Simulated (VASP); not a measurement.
# Cr in VASP: single point with revPBE

Aim: the single point of Cr with revPBE.

Everything below comes from runs of VASP 6.6.1. Logs are shortened: lines on timing, memory, paths and dates and some standing lists are left out, and cuts for length are marked.

## 1. The cell of the first run

The typed cell holds 2 atoms: a = 2.702 Å, b = 2.702 Å, c = 4.159 Å, α = 97.18°, β = 97.18°, γ = 127.97°.

## 2. Single point, revPBE, collinear spin, ferromagnetic start (11.47 Å³/atom)

The input, INCAR:

```
SYSTEM = Cr
PREC = Accurate ; ENCUT = 520
EDIFF = 1E-6 ; ISMEAR = -1
SIGMA = 0.05 ; LREAL = .False.
LASPH = .True. ; NELM = 150
ALGO = Normal ; ISIF = 2
LWAVE = .False. ; LCHARG = .True.
ISPIN = 2 ; MAGMOM = 1.5 1.5
LORBIT = 11 ; LMAXMIX = 4
GGA = RE ; LELF = .True.
LVHAR = .True. ; NBANDS = 23
```

The input, KPOINTS:

```
regular mesh
0
Gamma
  17 17 9
  0 0 0
```

The input, POSCAR:

```
Cr
1.0
   -1.7170067472      1.7168925981      1.1850667715
    1.7168925981     -1.7170067472      1.1850667715
    2.8186874545      2.8186874545     -1.1852758357
Cr
2
Direct
    0.9999685044      0.0000314956      0.0000000000
    0.7500314956      0.2499685044      0.5000000000
```

Potentials or basis: VASP PAW PBE potentials, release 64 (Cr_pv).

Command:

```console
cat potpaw_PBE.64/Cr_pv/POTCAR > POTCAR
mpirun -np 1 vasp_std > vasp.out
```

OUTCAR:

```text
SYSTEM = Cr
   PREC = Accurate
   ENCUT = 520
   EDIFF = 1E-6
   ISMEAR = -1
   LREAL = .False.
   LASPH = .True.
   NELM = 150
   ISIF = 2
   ISPIN = 2
   LORBIT = 11
   GGA = RE

 ion  position               nearest neighbor table
   1  1.000  0.000  0.000-   2 2.41   2 2.41   2 2.41   2 2.41   2 2.93   2 2.93   2 2.93   2 2.93

   2  0.750  0.250  0.500-   1 2.41   1 2.41   1 2.41   1 2.41   1 2.93   1 2.93   1 2.93   1 2.93

  Warning from LATTYP: Got some problem with cell dimensions!
  Tried to take original basis but could not verify dimensions!
  LATTYP: Found a base centered monoclinic cell.
 ALAT       =     2.3701335485
 B/A-ratio  =     2.0489423598
 C/A-ratio  =     1.7545159250
 COS(beta)  =    -0.2848633262

  Lattice vectors:

 A1 = (   1.7170067472,  -1.7168925981,  -1.1850667715)
 A2 = (  -1.7168925981,   1.7170067472,  -1.1850667715)
 A3 = (   2.8185733054,   2.8185733054,   1.1848577073)

Analysis of symmetry for initial positions (statically):
=====================================================================
 Subroutine PRICEL returns:
 Original cell was already a primitive cell.

 Routine SETGRP: Setting up the symmetry group for a
 base centered monoclinic supercell.

 Subroutine GETGRP returns: Found  4 space group operations
 (whereof  2 operations were pure point group operations)
 out of a pool of  4 trial point group operations.

The static configuration has the point symmetry C_2 .
 The point group associated with its full space group is C_2h.

Analysis of symmetry for dynamics (positions and initial velocities):
=====================================================================
 Subroutine PRICEL returns:
 Original cell was already a primitive cell.

 Routine SETGRP: Setting up the symmetry group for a
 base centered monoclinic supercell.

 Subroutine GETGRP returns: Found  4 space group operations
 (whereof  2 operations were pure point group operations)
 out of a pool of  4 trial point group operations.

The dynamic configuration has the point symmetry C_2 .
 The point group associated with its full space group is C_2h.

Analysis of structural, dynamic, and magnetic symmetry:
=====================================================================
 Subroutine PRICEL returns:
 Original cell was already a primitive cell.

 Routine SETGRP: Setting up the symmetry group for a
 base centered monoclinic supercell.

 Subroutine GETGRP returns: Found  4 space group operations
 (whereof  2 operations were pure point group operations)
 out of a pool of  4 trial point group operations.

The overall configuration has the point symmetry C_2 .
 The point group associated with its full space group is C_2h.

 Subroutine INISYM returns: Found  4 space group operations
 (whereof  2 operations are pure point group operations),
 and found     1 'primitive' translations

----------------------------------------------------------------------------------------

                                     Primitive cell

  volume of cell :      22.9403

  direct lattice vectors                    reciprocal lattice vectors
    -1.717006747  1.716892598  1.185066772    -0.056895856  0.234318271  0.421925699
     1.716892598 -1.717006747  1.185066772     0.234318271 -0.056895856  0.421925699
     2.818687455  2.818687455 -1.185275836     0.177391121  0.177391121  0.000017087

  length of vectors
     2.701891119  2.701891119  4.158710947     0.485966549  0.485966549  0.250868929

  position of ions in fractional coordinates (direct lattice)
     0.999968504  0.000031496  0.000000000
     0.750031496  0.249968504  0.500000000

  ion indices of the primitive-cell ions
   primitive index   ion index
                 1           1
                 2           2

----------------------------------------------------------------------------------------

 KPOINTS: regular mesh

Automatic generation of k-mesh.
 Grid dimensions read from file:
 generate k-points for:   17   17    9

 Generating k-lattice:

  Cartesian coordinates                     Fractional coordinates (reciprocal lattice)
    -0.003346815  0.013783428  0.024819159     0.058823529  0.000000000 -0.000000000
     0.013783428 -0.003346815  0.024819159     0.000000000  0.058823529 -0.000000000
     0.019710125  0.019710125  0.000001899    -0.000000000 -0.000000000  0.111111111

  Length of vectors
     0.028586268  0.028586268  0.027874325

  Shift w.r.t. Gamma in fractional coordinates (k-lattice)
     0.000000000  0.000000000  0.000000000

 Subroutine IBZKPT returns following result:
 ===========================================

 Found    693 irreducible k-points:

 Following reciprocal coordinates:
            Coordinates               Weight
  0.000000  0.000000  0.000000      1.000000
  0.058824 -0.000000 -0.000000      4.000000
  0.117647  0.000000  0.000000      4.000000
  0.176471  0.000000  0.000000      4.000000
  0.235294  0.000000  0.000000      4.000000
  0.294118  0.000000  0.000000      4.000000
[... 16 lines left out ...]
 -0.176471  0.058824 -0.000000      4.000000
 -0.117647  0.058824 -0.000000      4.000000
 [... further k-points ...]
   k-points           NKPTS =    693   k-points in BZ     NKDIM =    693   number of bands    NBANDS=     23
   number of dos      NEDOS =    301   number of ions     NIONS =      2
   total plane-waves  NPLWV =  12800
   dimension x,y,z NGX =    20 NGY =   20 NGZ =   32
   dimension x,y,z NGXF=    40 NGYF=   40 NGZF=   64
   ions per type =               2
   NGX,Y,Z   is equivalent  to a cutoff of  12.31, 12.31, 12.79 a.u.
   NGXF,Y,Z  is equivalent  to a cutoff of  24.61, 24.61, 25.58 a.u.
 SYSTEM =  Cr
   PREC   = accura    normal or accurate (medium, high low for compatibility)
   ISTART =      0    job   : 0-new  1-cont  2-samecut
   ICHARG =      2    charge: 1-file 2-atom 10-const
   ISPIN  =      2    spin polarized calculation?
   LNONCOLLINEAR =      F non collinear calculations
   LSORBIT =      F    spin-orbit coupling
   LASPH  =      T    aspherical Exc in radial PAW
   ENCUT  =  520.0 eV  38.22 Ry    6.18 a.u.   5.02  5.02  7.73*2*pi/ulx,y,z
   NELM   =    150;   NELMIN=  2; NELMDL= -5     # of ELM steps
   EDIFF  = 0.1E-05   stopping-criterion for ELM
   LREAL  =      F    real-space projection
   EDIFFG = 0.1E-04   stopping-criterion for IOM
   NSW    =      0    number of steps for IOM
   IBRION =     -1    ionic relax: 0-MD 1-quasi-New 2-CG
   NFREE  =      0    steps in history (QN), initial steepest desc. (CG)
   ISIF   =      2    stress and relaxation
   ISYM   =      2    0-nonsym 1-usesym 2-fastsym
   POTIM  = 0.5000    time-step for ionic-motion
   TEBEG  =    0.0;   TEEND  =   0.0 temperature during run
   PSTRESS=    0.0 pullay stress
   NELECT =      24.0000    total number of electrons
   NUPDOWN=      -1.0000    fix difference up-down
   EMIN   =  10.00;   EMAX   =-10.00  energy-range for DOS
   EFERMI =   0.00;   METHOD = LEGACY
   ISMEAR =    -1;   SIGMA  =   0.05  broadening in eV -4-tet -1-fermi 0-gaus
   EFERMI_NEDOS =   21; number of points for ismear=-14 and -15
   IALGO  =     38    algorithm
   IMIX   =      4    mixing-type and parameters
     AMIX     =   0.40;   BMIX     =  1.00
     AMIX_MAG =   1.60;   BMIX_MAG =  1.00
  volume/ion in A,a.u.               =      11.47        77.40
  Fermi-wavevector in a.u.,A,eV,Ry     =   1.661929  3.140590 37.579391  2.762007
  Thomas-Fermi vector in A             =   2.748907
   LORBIT       =     11    0 simple, 1 ext, 2 COOP (PROOUT), +10 PAW based schemes
   GGA     = RE    functional components
   LHFCALC =     F    Hartree Fock is set to
   AEXX    =    0.0000 exact exchange contribution
   IVDW    =     0    specifies the selected vdW correction
   LEPSILON=     F    determine dielectric tensor
   LRPA    =     F    only Hartree local field effects (RPA)
 spin polarized calculation
  energy-cutoff  :      520.00
  volume of cell :       22.94
 maximum number of plane-waves:       638
   NGX = 11   NGY = 11   NGZ = 15

 number of electron      24.0000006 magnetization       0.0014342

 number of electron      24.0000006 magnetization      -0.0000567

 Free energy of the ion-electron system (eV)
  ---------------------------------------------------
  ext. energy  EPLUGINS =         0.00000000
  ---------------------------------------------------
  free energy    TOTEN  =       -17.79897667 eV

  energy without entropy =      -17.78550320  energy(sigma->0) =      -17.79223994

 E-fermi :  10.9956     XC(G=0): -13.6096

 val. band max:       10.9900111189   @ k =  -0.1176  -0.1765   0.1111
 cond. band min:      10.9959385357   @ k =  -0.1176  -0.1765   0.2222
 fundamental gap:      0.0059274168
 Fermi energy:        10.9956053963

 spin component 1

 k-point     1 :       0.0000    0.0000    0.0000
  band No.  band energies     occupation
      1     -32.5189      1.00000
      2     -31.8988      1.00000
      3     -31.6215      1.00000
      4     -31.5157      1.00000
      5     -31.5105      1.00000
      6     -31.4368      1.00000
[... 15 lines left out ...]
     22      27.5241      0.00000
     23      32.4112      0.00000

 k-point     2 :       0.0588   -0.0000   -0.0000
  band No.  band energies     occupation
      1     -32.5069      1.00000
      2     -31.9015      1.00000
      3     -31.6281      1.00000
      4     -31.5459      1.00000
      5     -31.5430      1.00000
      6     -31.4388      1.00000
[... 15 lines left out ...]
     22      27.6232      0.00000
     23      32.4349      0.00000

 k-point     3 :       0.1176    0.0000    0.0000
  band No.  band energies     occupation
      1     -32.4729      1.00000
      2     -31.9100      1.00000
      3     -31.6674      1.00000
      4     -31.6321      1.00000
      5     -31.6124      1.00000
      6     -31.4461      1.00000
[... 15 lines left out ...]
     22      27.8381      0.00000
     23      32.1004      0.00000
[... 495 lines left out ...]
 k-point    23 :      -0.1765    0.0588   -0.0000
  band No.  band energies     occupation
      1     -32.4457      1.00000
      2     -31.9415      1.00000
      3     -31.7186      1.00000
      4     -31.6420      1.00000
      5     -31.6150      1.00000
      6     -31.4588      1.00000
[... 15 lines left out ...]
     22      26.5330      0.00000
     23      31.3170      0.00000

 k-point    24 :      -0.1176    0.0588   -0.0000
  band No.  band energies     occupation
      1     -32.4871      1.00000
      2     -31.9248      1.00000
      3     -31.6640      1.00000
      4     -31.5590      1.00000
      5     -31.5438      1.00000
      6     -31.4440      1.00000
[... 15 lines left out ...]
     22      26.7474      0.00000
     23      31.9309      0.00000

 [... further k-points ...]

 spin component 2

 k-point     1 :       0.0000    0.0000    0.0000
  band No.  band energies     occupation
      1     -32.5189      1.00000
      2     -31.8988      1.00000
      3     -31.6215      1.00000
      4     -31.5157      1.00000
      5     -31.5105      1.00000
      6     -31.4368      1.00000
[... 15 lines left out ...]
     22      27.5240      0.00000
     23      32.4111      0.00000

 k-point     2 :       0.0588   -0.0000   -0.0000
  band No.  band energies     occupation
      1     -32.5070      1.00000
      2     -31.9015      1.00000
      3     -31.6281      1.00000
      4     -31.5459      1.00000
      5     -31.5430      1.00000
      6     -31.4388      1.00000
[... 15 lines left out ...]
     22      27.6231      0.00000
     23      32.4349      0.00000

 k-point     3 :       0.1176    0.0000    0.0000
  band No.  band energies     occupation
      1     -32.4729      1.00000
      2     -31.9100      1.00000
      3     -31.6674      1.00000
      4     -31.6321      1.00000
      5     -31.6124      1.00000
      6     -31.4461      1.00000
[... 15 lines left out ...]
     22      27.8381      0.00000
     23      32.1003      0.00000
[... 495 lines left out ...]
 k-point    23 :      -0.1765    0.0588   -0.0000
  band No.  band energies     occupation
      1     -32.4457      1.00000
      2     -31.9415      1.00000
      3     -31.7186      1.00000
      4     -31.6419      1.00000
      5     -31.6150      1.00000
      6     -31.4588      1.00000
[... 15 lines left out ...]
     22      26.5329      0.00000
     23      31.3170      0.00000

 k-point    24 :      -0.1176    0.0588   -0.0000
  band No.  band energies     occupation
      1     -32.4872      1.00000
      2     -31.9248      1.00000
      3     -31.6640      1.00000
      4     -31.5590      1.00000
      5     -31.5438      1.00000
      6     -31.4440      1.00000
[... 15 lines left out ...]
     22      26.7474      0.00000
     23      31.9309      0.00000

 [... further k-points ...]

------------------------ aborting loop because EDIFF is reached ----------------------------------------

  FORCE on cell =-STRESS in cart. coord.  units (eV):
  Direction    XX          YY          ZZ          XY          YZ          ZX
  --------------------------------------------------------------------------------------
  -------------------------------------------------------------------------------------
  Total        1.4186944      1.4186944      1.4204466      0.0161867      0.0004154      0.0004153
  in kB       99.0834075     99.0834075     99.2057838      1.1304977      0.0290106      0.0290082
  external PRESSURE =      99.1241996 kB  Pullay stress =       0.0000000 kB

 VOLUME and BASIS-vectors are now :
 -----------------------------------------------------------------------------
  energy-cutoff  :      520.00
  volume of cell :       22.94
      direct lattice vectors                 reciprocal lattice vectors
    -1.717006747  1.716892598  1.185066772    -0.056895856  0.234318271  0.421925699
     1.716892598 -1.717006747  1.185066772     0.234318271 -0.056895856  0.421925699
     2.818687455  2.818687455 -1.185275836     0.177391121  0.177391121  0.000017087

 POSITION                                       TOTAL-FORCE (eV/Angst)
 -----------------------------------------------------------------------------------
     -1.71690      1.71678      1.18507         0.000129     -0.000129      0.000000
      0.55070      2.26787      0.59243        -0.000129      0.000129     -0.000000
 -----------------------------------------------------------------------------------
    total drift:                               -0.000000      0.000000     -0.000000

  FREE ENERGIE OF THE ION-ELECTRON SYSTEM (eV)
  ---------------------------------------------------
  free  energy   TOTEN  =       -17.7989766667 eV

  energy  without entropy=      -17.7855032049  energy(sigma->0) =      -17.79223994

 total charge

# of ion       s       p       d       tot
------------------------------------------
    1        0.460   6.403   4.254  11.117
    2        0.460   6.403   4.254  11.117
--------------------------------------------------
tot          0.920  12.806   8.509  22.235

 magnetization (x)

# of ion       s       p       d       tot
------------------------------------------
    1       -0.000  -0.000  -0.000  -0.000
    2       -0.000  -0.000  -0.000  -0.000
--------------------------------------------------
tot         -0.000  -0.000  -0.000  -0.000
```

Wall time 11 min (1 thread of Oxide Virtual Turin-like, shared host); peak memory 0.51 GiB.

Results:

| Quantity | Value |
| --- | --- |
| Free energy | -17.7990 eV |
| Pressure | 9.9 GPa |
| Band gap on the k mesh | zero (filled and empty bands overlap) |
| Net moment | 0.00 μB per cell |
| Valence electrons inside the program's atomic spheres | Cr 11.12 |

Levels at points of the mesh, in eV from the Fermi level:
Spin up:
```csv
k point,band 10,band 11,band 12,band 13,band 14,band 15
"(0.00, 0.00, 0.00)",-1.55,-0.77,0.46,0.77,0.78,1.49
```
Spin down:
```tsv
k point	band 8	band 9	band 10	band 11	band 12	band 13	band 14	band 15	band 16	band 17
(0.00, 0.00, 0.00)	-4.19	-1.75	-1.55	-0.77	0.46	0.77	0.78	1.49	1.60	1.63
```

Caveat: the cell stands under pressure; an empty level that is flat over the whole mesh can mark a ghost state of the potentials, or a narrow d or f band; the moments typed at the start vanished in this run; the PAW data sets were made with another functional, which shifts forces and pressure a little.
